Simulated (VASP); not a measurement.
Wanted: the native input for a VASP 6.6.1 run.

| Item | Value |
| --- | --- |
| Task | single point |
| Functional | PBEsol |
| Potentials or basis | VASP PAW PBE potentials, release 64 (Pb_d, Cs_sv, Cl) |
| Cutoff | 520 eV |
| k mesh | 5 × 5 × 5 |
| Occupations | fermi-dirac, width 0.05 eV |
| Spin | no spin polarisation |
| Dipole correction | no |
| Further INCAR settings | ALGO = Normal; EDIFF = 1e-06; NBANDS = 30 |

The structure of CsPbCl3 lies in POSCAR:

```
CsPbCl3
1.0
    5.6154639986      0.0000000000      0.0000000000
    0.0000000000      5.6154639986      0.0000000000
    0.0000000000      0.0000000000      5.6154639986
Pb Cs Cl
1 1 3
Direct
    0.5000000000      0.5000000000      0.5000000000
    0.0000000000      0.0000000000      0.0000000000
    0.5000000000      0.0000000000      0.5000000000
    0.0000000000      0.5000000000      0.5000000000
    0.5000000000      0.5000000000      0.0000000000
```

The input as run:

INCAR

```
SYSTEM = CsPbCl3
  PREC = Accurate
  ENCUT = 520
  EDIFF = 1E-6
  ISMEAR = -1
  SIGMA = 0.05
  LREAL = .FALSE.
  LASPH = .TRUE.
  NELM = 100
  ALGO = Normal
  ISIF = 2
  LWAVE = .FALSE.
  LCHARG = .TRUE.
  GGA = PS
  LELF = .TRUE.
  LVHAR = .TRUE.
  NBANDS = 30
```

KPOINTS

```
regular mesh
0
G
  5 5 5
  0 0 0
```

Potentials or basis: VASP PAW PBE potentials, release 64 (Pb_d, Cs_sv, Cl).

Run with:

```sh
$ cat potpaw_PBE.64/Pb_d/POTCAR potpaw_PBE.64/Cs_sv/POTCAR potpaw_PBE.64/Cl/POTCAR > POTCAR
$ mpirun -np 1 vasp_std > vasp.out
```

It gave:

- Pressure: 0.0 GPa
- Band gap on the k mesh: 2.87 eV

Caveat: the PAW data sets were made with another functional, which shifts forces and pressure a little; spin-orbit coupling is left out, which moves the levels of the heavy elements; an odd mesh through Γ misses points on the zone boundary, where band edges can lie.

Wall time 47 s on 1 thread of Intel(R) Xeon(R) Platinum 8259CL CPU @ 2.50GHz (Skylake/Cascade Lake) (shared host), peak memory 0.28 GiB.
